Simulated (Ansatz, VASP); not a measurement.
## Bi2Te3: VASP and Ansatz over several settings

```
Bi Te
1.0
     2.23601    1.29096   10.36504
    -2.23601    1.29096   10.36504
     0.00000   -2.58192   10.36504
Bi Te
2 3
Direct
  0.60000 0.60000 0.60000
  0.40000 0.40000 0.40000
  0.79050 0.79050 0.79050
  0.20950 0.20950 0.20950
  0.00000 0.00000 0.00000
```

Single points on this cell with VASP 6.6.1 and Ansatz 0.2.0. Each row is one pair of runs. Alike in all rows: spin: off; k mesh: 7 × 7 × 7; smearing: fermi-dirac, width 0.05 eV; VASP's potentials, cutoff: VASP PAW PBE potentials, release 64 (Bi_d, Te), 520 eV.

```csv
level,"Ansatz's potentials, cutoff","gap on the k mesh at the Fermi level (eV), VASP","gap on the k mesh at the Fermi level (eV), Ansatz","least direct gap on the mesh (eV), VASP","least direct gap on the mesh (eV), Ansatz","pressure (GPa), VASP","pressure (GPa), Ansatz"
BLYP,"Ansatz PAW, 420 eV",0.34,0.35,0.34,0.35,2.4,2.2
PBE+D4,"Ansatz PAW, 420 eV",0.31,0.32,0.31,0.32,-3.0,-3.0
revPBE+D3(BJ),"Ansatz PAW, 420 eV",0.35,0.36,0.35,0.36,-3.7,-3.7
PBEsol+D4,"Ansatz PAW, 420 eV",0.26,0.27,0.26,0.27,-4.3,-4.3
BLYP+D4,"Ansatz PAW, 420 eV",0.34,0.35,0.34,0.35,-1.6,-1.8
SVWN5,"Ansatz PAW, 420 eV",0.23,0.24,0.23,0.24,-4.2,-4.3
PBE,"PseudoDojo stringent (PBE files), 1450 eV",0.31,0.32,0.31,0.32,-1.0,-0.9
```

Gap on the k mesh at the fermi level (eV): the two programs differ by at most 0.013; least direct gap on the mesh (eV): the two programs differ by at most 0.013; pressure (GPa): the two programs differ by at most 0.17.

VASP's potentials hold 48 valence electrons a cell and Ansatz's 78; VASP's potentials hold 48 valence electrons a cell and Ansatz's 118, so a difference there can come from the potentials and not from the codes.

Spin-orbit coupling is off throughout. Noted on Ansatz's runs: odd divisions of the mesh miss points on the zone boundary, where band edges often lie, so the gap on the mesh can be too wide.
